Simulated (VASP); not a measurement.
# CdF2 (R-3m) in VASP: settings compared, part 2 of 2

VASP 6.6.1. Earlier steps stand in the parts before.

### Step 3. Single point, r2SCAN

POSCAR

```
CdF2
1.0
    1.9247055084      1.1112292434      3.1448134107
   -1.9247055084      1.1112292434      3.1448134107
    0.0000000000     -2.2224584868      3.1448134107
Cd F
1 2
Direct
    0.0000000000      0.0000000000      0.0000000000
    0.7500104912      0.7500104912      0.7500104912
    0.2499895088      0.2499895088      0.2499895088
```

INCAR.step1

```
SYSTEM = CdF2
ALGO = Normal ; EDIFF = 1E-4
ENCUT = 520 ; GGA = PE
ISMEAR = 0 ; LASPH = .TRUE.
LCHARG = .FALSE. ; LREAL = .FALSE.
LWAVE = .TRUE. ; NBANDS = 20
NELM = 100 ; PREC = Accurate
SIGMA = 0.02
```

INCAR.step2

```
SYSTEM = CdF2
ALGO = Normal ; EDIFF = 1E-6
ENCUT = 520 ; ISIF = 2
ISMEAR = 0 ; ISTART = 1
LASPH = .TRUE. ; LCHARG = .FALSE.
LMIXTAU = .TRUE. ; LREAL = .FALSE.
LWAVE = .FALSE. ; METAGGA = R2SCAN
NBANDS = 20 ; NELM = 100
PREC = Accurate ; SIGMA = 0.02
```

KPOINTS

```
k-points
0
G
  9 9 9
  0 0 0
```

Potentials or basis: VASP PAW PBE potentials, release 64 (Cd, F).

Launch:

```sh
$ cat potpaw_PBE.64/Cd/POTCAR potpaw_PBE.64/F/POTCAR > POTCAR
$ cp INCAR.step1 INCAR
$ mpirun -np 1 vasp_std > vasp.out
$ cp INCAR.step2 INCAR
$ mpirun -np 1 vasp_std > vasp.out
```

OUTCAR:

```text
SYSTEM = CdF2
   EDIFF = 1E-6
   ENCUT = 520
   ISIF = 2
   ISMEAR = 0
   ISTART = 1
   LASPH = .TRUE.
   LREAL = .FALSE.
   METAGGA = R2SCAN
   NELM = 100
   PREC = Accurate

 ion  position               nearest neighbor table
   1  0.000  0.000  0.000-   2 2.36   2 2.36   3 2.36   3 2.36   2 2.36   3 2.36   3 2.36   2 2.36

   2  0.750  0.750  0.750-   1 2.36   1 2.36   1 2.36   1 2.36
   3  0.250  0.250  0.250-   1 2.36   1 2.36   1 2.36   1 2.36

  LATTYP: Found a trigonal (rhomboedric) cell.
 ALAT       =     3.8508665406
 COS(alpha) =     0.5003779016

  Lattice vectors:

 A1 = (   1.9247055084,   1.1112292434,   3.1448134107)
 A2 = (  -1.9247055084,   1.1112292434,   3.1448134107)
 A3 = (   0.0000000000,  -2.2224584868,   3.1448134107)

Analysis of symmetry for initial positions (statically):
=====================================================================
 Subroutine PRICEL returns:
 Original cell was already a primitive cell.

 Routine SETGRP: Setting up the symmetry group for a
 trigonal (rhombohedral) supercell.

 Subroutine GETGRP returns: Found 12 space group operations
 (whereof 12 operations were pure point group operations)
 out of a pool of 12 trial point group operations.

The static configuration has the point symmetry D_3d.

Analysis of symmetry for dynamics (positions and initial velocities):
=====================================================================
 Subroutine PRICEL returns:
 Original cell was already a primitive cell.

 Routine SETGRP: Setting up the symmetry group for a
 trigonal (rhombohedral) supercell.

 Subroutine GETGRP returns: Found 12 space group operations
 (whereof 12 operations were pure point group operations)
 out of a pool of 12 trial point group operations.

The dynamic configuration has the point symmetry D_3d.

 Subroutine INISYM returns: Found 12 space group operations
 (whereof 12 operations are pure point group operations),
 and found     1 'primitive' translations

----------------------------------------------------------------------------------------

                                     Primitive cell

  volume of cell :      40.3566

  direct lattice vectors                    reciprocal lattice vectors
     1.924705508  1.111229243  3.144813411     0.259780002  0.149984054  0.105994630
    -1.924705508  1.111229243  3.144813411    -0.259780002  0.149984054  0.105994630
     0.000000000 -2.222458487  3.144813411     0.000000000 -0.299968108  0.105994630

  length of vectors
     3.850866541  3.850866541  3.850866541     0.318144192  0.318144192  0.318144192

  position of ions in fractional coordinates (direct lattice)
     0.000000000  0.000000000  0.000000000
     0.750010491  0.750010491  0.750010491
     0.249989509  0.249989509  0.249989509

  ion indices of the primitive-cell ions
   primitive index   ion index
                 1           1
                 2           2
                 3           3

----------------------------------------------------------------------------------------

 KPOINTS: k-points

Automatic generation of k-mesh.
 Grid dimensions read from file:
 generate k-points for:    9    9    9

 Generating k-lattice:

  Cartesian coordinates                     Fractional coordinates (reciprocal lattice)
     0.028864445  0.016664895  0.011777181     0.111111111  0.000000000  0.000000000
    -0.028864445  0.016664895  0.011777181     0.000000000  0.111111111  0.000000000
     0.000000000 -0.033329790  0.011777181     0.000000000  0.000000000  0.111111111

  Length of vectors
     0.035349355  0.035349355  0.035349355

  Shift w.r.t. Gamma in fractional coordinates (k-lattice)
     0.000000000  0.000000000  0.000000000

 Subroutine IBZKPT returns following result:
 ===========================================

 Found     85 irreducible k-points:

 Following reciprocal coordinates:
            Coordinates               Weight
  0.000000  0.000000  0.000000      1.000000
  0.111111 -0.000000 -0.000000      6.000000
  0.222222 -0.000000  0.000000      6.000000
  0.333333 -0.000000 -0.000000      6.000000
  0.444444 -0.000000  0.000000      6.000000
  0.111111  0.111111 -0.000000      6.000000
[... 16 lines left out ...]
 -0.333333  0.333333  0.000000      6.000000
  0.444444  0.444444  0.000000      6.000000
 [... further k-points ...]
   k-points           NKPTS =     85   k-points in BZ     NKDIM =     85   number of bands    NBANDS=     20
   number of dos      NEDOS =    301   number of ions     NIONS =      3
   total plane-waves  NPLWV =  27000
   dimension x,y,z NGX =    30 NGY =   30 NGZ =   30
   dimension x,y,z NGXF=    60 NGYF=   60 NGZF=   60
   ions per type =               1   2
   NGX,Y,Z   is equivalent  to a cutoff of  12.95, 12.95, 12.95 a.u.
   NGXF,Y,Z  is equivalent  to a cutoff of  25.90, 25.90, 25.90 a.u.
 SYSTEM =  CdF2
   PREC   = accura    normal or accurate (medium, high low for compatibility)
   ISTART =      1    job   : 0-new  1-cont  2-samecut
   ICHARG =      0    charge: 1-file 2-atom 10-const
   ISPIN  =      1    spin polarized calculation?
   LNONCOLLINEAR =      F non collinear calculations
   LSORBIT =      F    spin-orbit coupling
   LASPH  =      T    aspherical Exc in radial PAW
   ENCUT  =  520.0 eV  38.22 Ry    6.18 a.u.   7.16  7.16  7.16*2*pi/ulx,y,z
   NELM   =    100;   NELMIN=  2; NELMDL=  0     # of ELM steps
   EDIFF  = 0.1E-05   stopping-criterion for ELM
   LREAL  =      F    real-space projection
   EDIFFG = 0.1E-04   stopping-criterion for IOM
   NSW    =      0    number of steps for IOM
   IBRION =     -1    ionic relax: 0-MD 1-quasi-New 2-CG
   NFREE  =      0    steps in history (QN), initial steepest desc. (CG)
   ISIF   =      2    stress and relaxation
   ISYM   =      2    0-nonsym 1-usesym 2-fastsym
   POTIM  = 0.5000    time-step for ionic-motion
   TEBEG  =    0.0;   TEEND  =   0.0 temperature during run
   PSTRESS=    0.0 pullay stress
   NELECT =      26.0000    total number of electrons
   NUPDOWN=      -1.0000    fix difference up-down
   EMIN   =  10.00;   EMAX   =-10.00  energy-range for DOS
   EFERMI =   0.00;   METHOD = LEGACY
   ISMEAR =     0;   SIGMA  =   0.02  broadening in eV -4-tet -1-fermi 0-gaus
   EFERMI_NEDOS =   21; number of points for ismear=-14 and -15
   IALGO  =     38    algorithm
   IMIX   =      4    mixing-type and parameters
     AMIX     =   0.40;   BMIX     =  1.00
     AMIX_MAG =   1.60;   BMIX_MAG =  1.00
  volume/ion in A,a.u.               =      13.45        90.78
  Fermi-wavevector in a.u.,A,eV,Ry     =   1.413930  2.671940 27.200742  1.999198
  Thomas-Fermi vector in A             =   2.535525
   LORBIT       =      0    0 simple, 1 ext, 2 COOP (PROOUT), +10 PAW based schemes
   METAGGA = R2SCAN    functional components
   LHFCALC =     F    Hartree Fock is set to
   AEXX    =    0.0000 exact exchange contribution
   IVDW    =     0    specifies the selected vdW correction
   LEPSILON=     F    determine dielectric tensor
   LRPA    =     F    only Hartree local field effects (RPA)
 non-spin polarized calculation
 Gauss-broadening in eV      SIGMA  =   0.02
  energy-cutoff  :      520.00
  volume of cell :       40.36
 maximum number of plane-waves:      1100
 NGX is ok and might be reduce to    30
   NGX = 15   NGY = 15   NGZ = 15

 number of electron      25.9999986 magnetization

 Free energy of the ion-electron system (eV)
  ---------------------------------------------------
  ext. energy  EPLUGINS =         0.00000000
  ---------------------------------------------------
  free energy    TOTEN  =       -33.71561848 eV

  energy without entropy =      -33.71561848  energy(sigma->0) =      -33.71561848

 E-fermi :  -1.9267     XC(G=0): -10.8659

 val. band max:       -2.1263282916   @ k =  -0.3333   0.4444   0.2222
 cond. band min:       1.5384792487   @ k =   0.0000   0.0000   0.0000
 fundamental gap:      3.6648075403
 Fermi energy:        -1.9266635445

 k-point     1 :       0.0000    0.0000    0.0000
  band No.  band energies     occupation
      1     -23.8653      2.00000
      2     -22.8816      2.00000
      3      -7.6383      2.00000
      4      -7.6383      2.00000
      5      -7.6378      2.00000
      6      -6.5394      2.00000
[... 12 lines left out ...]
     19      18.5198      0.00000
     20      18.5198      0.00000
[... 507 lines left out ...]
 k-point    24 :       0.4444    0.4444    0.0000
  band No.  band energies     occupation
      1     -23.4698      2.00000
      2     -23.2038      2.00000
      3      -7.3437      2.00000
      4      -6.8130      2.00000
      5      -6.8117      2.00000
      6      -6.4422      2.00000
[... 12 lines left out ...]
     19      18.1786      0.00000
     20      20.2384      0.00000

 [... further k-points ...]
[... 5 lines left out ...]
  --------------------------------------------------------------------------------------
  -------------------------------------------------------------------------------------
  Total       -0.6181396     -0.6181396     -0.6249331      0.0000000      0.0000000      0.0000000
  in kB      -24.5404798    -24.5404798    -24.8101857      0.0000000      0.0000000      0.0000000
  external PRESSURE =     -24.6303818 kB  Pullay stress =       0.0000000 kB

 VOLUME and BASIS-vectors are now :
 -----------------------------------------------------------------------------
  energy-cutoff  :      520.00
  volume of cell :       40.36
      direct lattice vectors                 reciprocal lattice vectors
     1.924705508  1.111229243  3.144813411     0.259780002  0.149984054  0.105994630
    -1.924705508  1.111229243  3.144813411    -0.259780002  0.149984054  0.105994630
     0.000000000 -2.222458487  3.144813411     0.000000000 -0.299968108  0.105994630

 POSITION                                       TOTAL-FORCE (eV/Angst)
 -----------------------------------------------------------------------------------
      0.00000      0.00000      0.00000         0.000000      0.000000     -0.000000
      0.00000      0.00000      7.07593         0.000000     -0.000000      0.000482
      0.00000      0.00000      2.35851         0.000000     -0.000000     -0.000482
 -----------------------------------------------------------------------------------
    total drift:                                0.000000     -0.000000      0.000000

  FREE ENERGIE OF THE ION-ELECTRON SYSTEM (eV)
  ---------------------------------------------------
  free  energy   TOTEN  =       -33.7156184828 eV

  energy  without entropy=      -33.7156184828  energy(sigma->0) =      -33.71561848
```

Wall time 2.2 min (1 thread of Intel Xeon 6975P-C (Granite Rapids), shared host); peak memory 0.21 GiB.

Results:

```
Free energy            : -33.7156 eV
Pressure               : -2.5 GPa
Band gap on the k mesh : 3.66 eV (least direct gap 4.18 eV)
```

Caveat: the PAW data sets were made with another functional, which shifts forces and pressure a little.
